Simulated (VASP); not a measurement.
# GaAs (F-43m) in VASP: further runs, part 2 of 2

VASP 6.6.1.

### 4 Vibrations by perturbation theory, PBEsol

Input file INCAR:

```
  PREC = Accurate
  ENCUT = 600
  EDIFF = 1E-8
  ISMEAR = 0
  SIGMA = 0.01
  LREAL = False
  LASPH = True
  NELM = 120
  ALGO = Normal
  ISIF = 2
  LWAVE = False
  LCHARG = True
  GGA = PS
  NBANDS = 21
  IBRION = 8
  NSW = 1
  LEPSILON = True
  GGA_COMPAT = False
```

Input file KPOINTS:

```
Automatic mesh
0
Gamma
  6 6 6
```

Input file POSCAR:

```
GaAs
1.0
    0.0000000000      2.8287418847      2.8287418847
    2.8287418847      0.0000000000      2.8287418847
    2.8287418847      2.8287418847      0.0000000000
Ga As
1 1
Direct
    0.0000000000      0.0000000000      0.0000000000
    0.2500000000      0.2500000000      0.2500000000
```

Potentials or basis: VASP PAW PBE potentials, release 64 (Ga_d, As_d).

Run with:

```
cat potpaw_PBE.64/Ga_d/POTCAR potpaw_PBE.64/As_d/POTCAR > POTCAR
mpirun -np 1 vasp_std > vasp.out
```

OUTCAR:

```text
PREC = Accurate
   ENCUT = 600
   EDIFF = 1E-8
   ISMEAR = 0
   LREAL = False
   LASPH = True
   NELM = 120
   ISIF = 2
   GGA = PS
   IBRION = 8
   NSW = 1
   LEPSILON = True

 ion  position               nearest neighbor table
   1  0.000  0.000  0.000-   2 2.45   2 2.45   2 2.45   2 2.45
   2  0.250  0.250  0.250-   1 2.45   1 2.45   1 2.45   1 2.45

  LATTYP: Found a face centered cubic cell.
 ALAT       =     5.6574837694

  Lattice vectors:

 A1 = (   0.0000000000,   2.8287418847,   2.8287418847)
 A2 = (   2.8287418847,   0.0000000000,   2.8287418847)
 A3 = (   2.8287418847,   2.8287418847,   0.0000000000)

Analysis of symmetry for initial positions (statically):
=====================================================================
 Subroutine PRICEL returns:
 Original cell was already a primitive cell.

 Routine SETGRP: Setting up the symmetry group for a
[... 671 lines left out ...]

 SECOND DERIVATIVES (NOT SYMMETRIZED)
 ------------------------------------
               1X          1Y          1Z          2X          2Y          2Z
  1X    -9.208862    0.000000    0.000000    9.208862    0.000000    0.000000
  1Y     0.000000   -9.208862    0.000000    0.000000    9.208862    0.000000
  1Z     0.000000    0.000000   -9.208862    0.000000    0.000000    9.208862
  2X     9.188129    0.000000    0.000000   -9.188129    0.000000    0.000000
  2Y     0.000000    9.188129    0.000000    0.000000   -9.188129    0.000000
  2Z     0.000000    0.000000    9.188129    0.000000    0.000000   -9.188129

 Eigenvectors and eigenvalues of the dynamical matrix
 ----------------------------------------------------

   1 f  =    7.890000 THz    49.574329 2PiTHz  263.182056 cm-1    32.630402 meV
             X         Y         Z           dx          dy          dz
      0.000000  0.000000  0.000000     0.000000    0.720093    0.000000
      1.414371  1.414371  1.414371     0.000000   -0.693877    0.000000
[... 21 lines left out ...]
   6 f/i=    0.004443 THz     0.027915 2PiTHz    0.148199 cm-1     0.018374 meV
             X         Y         Z           dx          dy          dz
      0.000000  0.000000  0.000000     0.000000    0.000000   -0.693877
      1.414371  1.414371  1.414371     0.000000    0.000000   -0.720093

--------------------------------------------------------------------------------------------------------

 MACROSCOPIC STATIC DIELECTRIC TENSOR IONIC CONTRIBUTION
 ------------------------------------------------------
           3.139695    -0.000000     0.000000
          -0.000000     3.139695     0.000000
           0.000000     0.000000     3.139695
 ------------------------------------------------------

 ELASTIC MODULI CONTR FROM IONIC RELAXATION (kBar)
 Direction    XX          YY          ZZ          XY          YZ          ZX
 --------------------------------------------------------------------------------
 XX          -0.0000      0.0000      0.0000     -0.0000      0.0000      0.0000
 YY           0.0000     -0.0000     -0.0000     -0.0000     -0.0000      0.0000
 ZZ           0.0000     -0.0000     -0.0000      0.0000     -0.0000      0.0000
 XY          -0.0000     -0.0000      0.0000   -144.9256      0.0000      0.0000
 YZ           0.0000     -0.0000     -0.0000      0.0000   -144.9256      0.0000
 ZX           0.0000      0.0000      0.0000      0.0000      0.0000   -144.9256
 --------------------------------------------------------------------------------

 PIEZOELECTRIC TENSOR IONIC CONTR  for field in x, y, z        (C/m^2)
          XX          YY          ZZ          XY          YZ          ZX
  --------------------------------------------------------------------------------
  x    -0.00000     0.00000     0.00000    -0.00000     0.63473    -0.00000
  y    -0.00000    -0.00000    -0.00000     0.00000     0.00000     0.63473
  z     0.00000     0.00000    -0.00000     0.63473     0.00000     0.00000
```

OSZICAR:

```text
N       E                     dE             d eps       ncg     rms          rms(c)
DAV:   1     0.183277678205E+03    0.18328E+03   -0.14793E+04   881   0.589E+03
DAV:   2     0.178291326239E+02   -0.16545E+03   -0.15815E+03   710   0.814E+02
DAV:   3    -0.808416354488E+01   -0.25913E+02   -0.25667E+02   712   0.146E+02
DAV:   4    -0.927914095510E+01   -0.11950E+01   -0.11939E+01   802   0.342E+01
[... 284 lines left out ...]
RMM:  15    -0.116718953552E+00   -0.26642E-06   -0.49047E-08  5007   0.649E-04    0.448E-05
RMM:  16    -0.116719096233E+00   -0.14268E-06   -0.58065E-08  5116   0.498E-04    0.267E-05
RMM:  17    -0.116719231952E+00   -0.13572E-06   -0.22584E-08  5077   0.392E-04    0.120E-05
RMM:  18    -0.116719306364E+00   -0.74412E-07   -0.19532E-08  5119   0.312E-04    0.356E-06
RMM:  19    -0.116719315914E+00   -0.95497E-08   -0.10304E-08  4794   0.252E-04    0.438E-06
 Linear response finished
```

It took 6.2 min on 1 thread of Intel Xeon Platinum 8559C (Emerald Rapids), shared host; peak memory 0.29 GiB.

Results:

```
Electronic dielectric tensor (diagonal)                 : 76.43
Born charges (mean of the diagonal)                     : Ga +2.69; As -2.69 e
Highest phonon frequency at Γ, LO-TO splitting left out : 263 cm⁻¹
```

Phonon frequencies in cm⁻¹ (negative: imaginary):
| q point | frequencies |
| --- | --- |
| (0.000, 0.000, 0.000) | 0 0 0 263 263 263 |

Electronic dielectric tensor:
```
76.43  0.00  0.00
 0.00 76.43  0.00
 0.00  0.00 76.43
```

Born effective charge tensors (e):
atom 1, Ga
```
2.69 0.00 0.00
0.00 2.69 0.00
0.00 0.00 2.69
```
atom 2, As
```
-2.69  0.00  0.00
 0.00 -2.69  0.00
 0.00  0.00 -2.69
```

Caveat: the PAW data sets were made with another functional, which shifts forces and pressure a little.

### 5 Dielectric tensor, PBE

This run uses another cell than the first one, of 22.74 Å³/atom, 1.005 times its volume.

Input file INCAR:

```
  PREC = Accurate
  ENCUT = 520
  EDIFF = 1E-8
  ISMEAR = 0
  SIGMA = 0.01
  LREAL = F
  LASPH = T
  NELM = 120
  ALGO = Normal
  ISIF = 2
  LWAVE = F
  LCHARG = F
  GGA = PE
  LEPSILON = T
  GGA_COMPAT = F
```

Input file KPOINTS:

```
regular mesh
0
Gamma
  6 6 6
```

Input file POSCAR:

```
GaAs
1.0
    0.0000000000      2.8330831656      2.8330831656
    2.8330831656      0.0000000000      2.8330831656
    2.8330831656      2.8330831656      0.0000000000
Ga As
1 1
Direct
    0.0000000000      0.0000000000      0.0000000000
    0.2500000000      0.2500000000      0.2500000000
```

Potentials or basis: VASP PAW PBE potentials, release 64 (Ga_d, As_d).

Run with:

```
cat potpaw_PBE.64/Ga_d/POTCAR potpaw_PBE.64/As_d/POTCAR > POTCAR
mpirun -np 1 vasp_std > vasp.out
```

OUTCAR:

```text
PREC = Accurate
   ENCUT = 520
   EDIFF = 1E-8
   ISMEAR = 0
   LREAL = F
   LASPH = T
   NELM = 120
   ISIF = 2
   GGA = PE
   LEPSILON = T

 ion  position               nearest neighbor table
   1  0.000  0.000  0.000-   2 2.45   2 2.45   2 2.45   2 2.45
   2  0.250  0.250  0.250-   1 2.45   1 2.45   1 2.45   1 2.45

  LATTYP: Found a face centered cubic cell.
 ALAT       =     5.6661663312

  Lattice vectors:

 A1 = (   0.0000000000,   2.8330831656,   2.8330831656)
 A2 = (   2.8330831656,   0.0000000000,   2.8330831656)
 A3 = (   2.8330831656,   2.8330831656,   0.0000000000)

Analysis of symmetry for initial positions (statically):
=====================================================================
 Subroutine PRICEL returns:
 Original cell was already a primitive cell.

 Routine SETGRP: Setting up the symmetry group for a
 face centered cubic supercell.

 Subroutine GETGRP returns: Found 24 space group operations
 (whereof 24 operations were pure point group operations)
 out of a pool of 48 trial point group operations.

The static configuration has the point symmetry T_d .

Analysis of symmetry for dynamics (positions and initial velocities):
=====================================================================
 Subroutine PRICEL returns:
 Original cell was already a primitive cell.

 Routine SETGRP: Setting up the symmetry group for a
 face centered cubic supercell.

 Subroutine GETGRP returns: Found 24 space group operations
 (whereof 24 operations were pure point group operations)
 out of a pool of 48 trial point group operations.

The dynamic configuration has the point symmetry T_d .

 Subroutine INISYM returns: Found 24 space group operations
 (whereof 24 operations are pure point group operations),
 and found     1 'primitive' translations

----------------------------------------------------------------------------------------

                                     Primitive cell

  volume of cell :      45.4787

  direct lattice vectors                    reciprocal lattice vectors
     0.000000000  2.833083166  2.833083166    -0.176486171  0.176486171  0.176486171
     2.833083166  0.000000000  2.833083166     0.176486171 -0.176486171  0.176486171
     2.833083166  2.833083166  0.000000000     0.176486171  0.176486171 -0.176486171

  length of vectors
     4.006584636  4.006584636  4.006584636     0.305683015  0.305683015  0.305683015

  position of ions in fractional coordinates (direct lattice)
     0.000000000  0.000000000  0.000000000
     0.250000000  0.250000000  0.250000000

  ion indices of the primitive-cell ions
   primitive index   ion index
                 1           1
                 2           2

[... 113 lines left out ...]
  band No.  band energies     occupation
      1     -32.0295      2.00000
      2     -32.0295      2.00000
      3     -32.0295      2.00000
      4     -32.0195      2.00000
      5     -32.0195      2.00000
      6     -11.7162      2.00000
[... 313 lines left out ...]
      5     -32.0188      2.00000
      6     -11.8160      2.00000
[... 10 lines left out ...]
     17      10.1767      0.00000
     18      10.4787      0.00000

  FORCE on cell =-STRESS in cart. coord.  units (eV):
  Direction    XX          YY          ZZ          XY          YZ          ZX
  --------------------------------------------------------------------------------------
  -------------------------------------------------------------------------------------
  Total        0.8120393      0.8120393      0.8120393      0.0000000      0.0000000     -0.0000000
  in kB       28.6074829     28.6074829     28.6074829      0.0000000      0.0000000     -0.0000000
  external PRESSURE =      28.6074829 kB  Pullay stress =       0.0000000 kB

 VOLUME and BASIS-vectors are now :
 -----------------------------------------------------------------------------
  energy-cutoff  :      520.00
  volume of cell :       45.48
      direct lattice vectors                 reciprocal lattice vectors
     0.000000000  2.833083166  2.833083166    -0.176486171  0.176486171  0.176486171
     2.833083166  0.000000000  2.833083166     0.176486171 -0.176486171  0.176486171
     2.833083166  2.833083166  0.000000000     0.176486171  0.176486171 -0.176486171

 POSITION                                       TOTAL-FORCE (eV/Angst)
 -----------------------------------------------------------------------------------
      0.00000      0.00000      0.00000         0.000000     -0.000000      0.000000
      1.41654      1.41654      1.41654        -0.000000      0.000000     -0.000000
 -----------------------------------------------------------------------------------
    total drift:                               -0.000000     -0.000000     -0.000000

  FREE ENERGIE OF THE ION-ELECTRON SYSTEM (eV)
  ---------------------------------------------------
  free  energy   TOTEN  =        -8.2471147082 eV

  energy  without entropy=       -8.2471147082  energy(sigma->0) =       -8.24711471

 HEAD OF MICROSCOPIC STATIC DIELECTRIC TENSOR (INDEPENDENT PARTICLE, excluding Hartree and local field effects)
 ------------------------------------------------------
          64.493969     0.000000    -0.000000
          -0.000000    64.493969     0.000000
           0.000000     0.000000    64.493969
 ------------------------------------------------------

 Free energy of the ion-electron system (eV)
  ---------------------------------------------------
  ---------------------------------------------------
  free energy    TOTEN  =        -8.23597513 eV

  energy without entropy =       -8.23597513

------------------------ aborting loop because EDIFF is reached ----------------------------------------

--------------------------------------- Ionic step        2  -------------------------------------------

------------------------ aborting loop because EDIFF is reached ----------------------------------------

--------------------------------------- Ionic step        3  -------------------------------------------

 Free energy of the ion-electron system (eV)
  ---------------------------------------------------
  ---------------------------------------------------
  free energy    TOTEN  =        -8.23599443 eV

  energy without entropy =       -8.23599443

------------------------ aborting loop because EDIFF is reached ----------------------------------------

 PIEZOELECTRIC TENSOR FIELD DIRECTION 3  (e Angst)
 -----------------------------------------------------------------------------
     0.00140 -4.65789  0.00000           (  0.00001 -0.00910  0.00000)
    -4.65789  0.00140  0.00000           ( -0.00910  0.00001  0.00000)
     0.00000  0.00000 -0.00435           (  0.00000  0.00000 -0.00000)

 PIEZOELECTRIC TENSOR FIELD DIRECTION 3  (C/m^2)
 -----------------------------------------------------------------------------
     0.00049 -1.64094  0.00000
    -1.64094  0.00049  0.00000
     0.00000  0.00000 -0.00153

 MACROSCOPIC STATIC DIELECTRIC TENSOR (including local field effects in DFT)
 ------------------------------------------------------
          63.953803     0.000000     0.000000
          -0.000000    63.953803    -0.000000
           0.000000     0.000000    63.953803
 ------------------------------------------------------

 PIEZOELECTRIC TENSOR (including local field effects)  for field in x, y, z        (e  Angst)
          XX          YY          ZZ          XY          YZ          ZX
  --------------------------------------------------------------------------------
  x     0.00000    -0.00000     0.00000     0.00000    -4.67632    -0.00000
  y     0.00000    -0.00000     0.00000    -0.00000     0.00000    -4.67632
  z    -0.00000     0.00000     0.00000    -4.67632    -0.00000     0.00000

 PIEZOELECTRIC TENSOR (including local field effects)  for field in x, y, z        (C/m^2)
          XX          YY          ZZ          XY          YZ          ZX
  --------------------------------------------------------------------------------
  x     0.00000    -0.00000     0.00000     0.00000    -1.64743    -0.00000
  y     0.00000    -0.00000     0.00000    -0.00000     0.00000    -1.64743
  z    -0.00000     0.00000     0.00000    -1.64743    -0.00000     0.00000

 BORN EFFECTIVE CHARGES (including local field effects) (in |e|, cummulative output)
 ---------------------------------------------------------------------------------
 ion    1
    1     2.67284    -0.00000     0.00000
    2     0.00000     2.67284     0.00000
    3    -0.00000    -0.00000     2.67284
 ion    2
    1    -2.67284     0.00000    -0.00000
    2     0.00000    -2.67284     0.00000
    3     0.00000     0.00000    -2.67284
```

It took 4.2 min on 1 thread of Intel Xeon Platinum 8559C (Emerald Rapids), shared host; peak memory 0.24 GiB.

What came out:

- Band gap on the k mesh: 0.47 eV, direct
- Electronic dielectric tensor (diagonal): 63.95
- Born charges (mean of the diagonal): Ga +2.67; As -2.67 e

Electronic dielectric tensor:
```
63.95  0.00  0.00
 0.00 63.95  0.00
 0.00  0.00 63.95
```

Born effective charge tensors (e):
atom 1, Ga
```
2.67 0.00 0.00
0.00 2.67 0.00
0.00 0.00 2.67
```
atom 2, As
```
-2.67  0.00  0.00
 0.00 -2.67  0.00
 0.00  0.00 -2.67
```

Caveat: the gap is small at this level, which inflates the dielectric constant. A hybrid or GW would open this gap; PBE tends to underestimate it.

### 6 Overview

```csv
task,level,potentials or basis,cell,cutoff (eV),second run,gap on the mesh (eV)
vibrations by perturbation theory,PBEsol,"VASP PAW PBE potentials, release 64 (Ga_d, As)","a = 4.000 Å, angles 60.0°, 2 atoms",520,-,-
dielectric tensor,PBE,"VASP PAW PBE potentials, release 64 (Ga_d, As)","a = 4.007 Å, angles 60.0°, 2 atoms",520,-,0.47
vibrations by perturbation theory,PBEsol,"VASP PAW PBE potentials, release 64 (Ga_d, As_d)","a = 4.000 Å, angles 60.0°, 2 atoms",600,valence_matched,-
dielectric tensor,PBE,"VASP PAW PBE potentials, release 64 (Ga_d, As_d)","a = 4.007 Å, angles 60.0°, 2 atoms",520,valence_matched,0.47
```

Alike in all rows: no spin polarisation; k mesh 6 × 6 × 6; smearing gaussian 0.01 eV.

Caveats: the PAW data sets were made with another functional, which shifts forces and pressure a little (some runs); the gap is small at this level, which inflates the dielectric constant (some runs).

Total energies depend on the potentials used, so only differences within one code and one set of settings carry meaning.
